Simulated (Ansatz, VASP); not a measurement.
HfB2 in VASP and in Ansatz

The input POSCAR:

```
HfB2
1.0
    3.1356260300      0.0000000000      0.0000000000
   -1.5678130100      2.7155318000      0.0000000000
    0.0000000000      0.0000000000      3.4820548900
Hf B
1 2
Direct
    0.0000000000      0.0000000000      0.0000000000
    0.3333333300      0.6666666700      0.5000000000
    0.6666666700      0.3333333300      0.5000000000
```

The input INCAR.step1:

```
PREC = Accurate
ENCUT = 520
ISMEAR = -1
SIGMA = 0.1
LREAL = F
LASPH = T
NELM = 80
NBANDS = 15
GGA = PE
ALGO = Normal
EDIFF = 1E-4
LWAVE = T
LCHARG = F
```

File INCAR.step2:

```
PREC = Accurate
ENCUT = 520
EDIFF = 1E-6
ISMEAR = -1
SIGMA = 0.1
LREAL = F
LASPH = T
NELM = 80
ALGO = Normal
ISIF = 2
LWAVE = F
LCHARG = F
METAGGA = R2SCAN
LMIXTAU = T
NBANDS = 15
ISTART = 1
```

KPOINTS

```
Automatic mesh
0
Gamma
  12 12 10
```

Input for Ansatz:

```yaml
crystal:
  lattice:
    - [3.13562603, 0.0, 0.0]
    - [-1.56781301, 2.7155318, 0.0]
    - [0.0, 0.0, 3.48205489]
  atoms:
    - { symbol: Hf, position: [0.0, 0.0, 0.0] }
    - { symbol: B, position: [0.33333333, 0.66666667, 0.5] }
    - { symbol: B, position: [0.66666667, 0.33333333, 0.5] }
  symmetry: { tolerance: 0.0003 }
hamiltonian:
  xc: r2scan
  pseudopotentials: { kind: paw, azcp: { folder: soft_1 } }
basis:
  ecutwfc: 500
magnetization:
  spin_polarized: false
scf:
  occupations: { method: fermi_dirac, width: 0.1 }
kpoints:
  mp_grid: { grid: [12, 12, 10], shift: [0, 0, 0] }
  band_path:
    path:
      - [0.0, 0.0, 0.0]
      - [0.5, 0.0, 0.0]
      - [0.33333333, 0.33333333, 0.0]
      - [0.0, 0.0, 0.0]
      - [0.0, 0.0, 0.5]
      - [0.5, 0.0, 0.5]
      - [0.33333333, 0.33333333, 0.5]
      - [0.0, 0.0, 0.5]
      - [0.5, 0.0, 0.5]
      - [0.5, 0.0, 0.0]
      - [0.33333333, 0.33333333, 0.5]
    npoints: 11
output:
  forces: true
  stress: true
  eigenvalues: true
  bader: true
  populations: true
  elf: true
  write_potential: true
  write_density: true
  volumetric_format: npy
  dos:
    e_range: [-12, 8]
    de: 0.05
    projected: { site_lists: { B: [B], Hf: [Hf] } }
```

Alike in both runs: task single point; functional r2SCAN; k mesh 12 × 12 × 10; occupations fermi-dirac, width 0.1 eV; no spin polarisation.

|  | VASP | Ansatz |
| --- | --- | --- |
| version | VASP 6.6.1 | Ansatz 0.2.0 |
| potentials or method | VASP PAW PBE potentials, release 64 (Hf_pv, B), cutoff 520 eV | PAW plane waves |
| valence electrons in the cell | 16 | 32 |

VASP gave:

- pressure (GPa): -0.6
- traceless stress, the component that is largest in VASP (GPa): -0.08

What did Ansatz give for the same quantities?

Pressure (GPa): 0.0; traceless stress, the component that is largest in VASP (GPa): -0.13.

VASP's potentials were made for PBE, not for r2SCAN. With one functional, cell and mesh, what is left measures potentials, basis and numerics. VASP's potentials hold 16 valence electrons a cell and Ansatz's 32, so a difference there can come from the potentials and not from the codes.

Neither program's run includes spin-orbit coupling.
